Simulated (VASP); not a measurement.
TlCuCl3, 5 atoms in the cell. It takes space group Pm-3m (No. 221, cubic). Conventional cell: a = 4.820 Å, b = 4.820 Å, c = 4.820 Å, α = 90.00°, β = 90.00°, γ = 90.00°. Within 4.5 Å of Tl (site symmetry m-3m) lie 12 Cl at 3.41 Å and 8 Cu at 4.17 Å. Within 3.2 Å of Cu (site symmetry m-3m) lie 6 Cl at 2.41 Å. Cl (site symmetry 4/mmm) has 2 Cu at 2.41 Å within 3.2 Å. 

| Quantity | Value |
| --- | --- |
| Program | VASP 6.6.1 |
| Task | single point |
| Functional | PBEsol |
| Potentials or basis | VASP PAW PBE potentials, release 64 (Tl_d, Cu, Cl) |
| Cutoff | 520 eV |
| k mesh | 6 × 6 × 6 |
| Occupations | methfessel-paxton, width 0.15 eV |
| Spin | no spin polarisation |
| Dipole correction | no |
| Further INCAR settings | ALGO = Normal; EDIFF = 1e-06; NBANDS = 30 |

Potentials or basis: VASP PAW PBE potentials, release 64 (Tl_d, Cu, Cl).

Command:

```bash
$ cat potpaw_PBE.64/Tl_d/POTCAR potpaw_PBE.64/Cu/POTCAR potpaw_PBE.64/Cl/POTCAR > POTCAR
$ mpirun -np 1 vasp_std > vasp.out
```

Hardware: 1 thread of Intel Xeon 8259CL, on a shared host.

How long does it take, and how much memory?

Run time: 80 s on 1 thread of Intel Xeon 8259CL, with other jobs on the host, peak memory 0.24 GiB. Counts: scf iterations 14, k points 20.
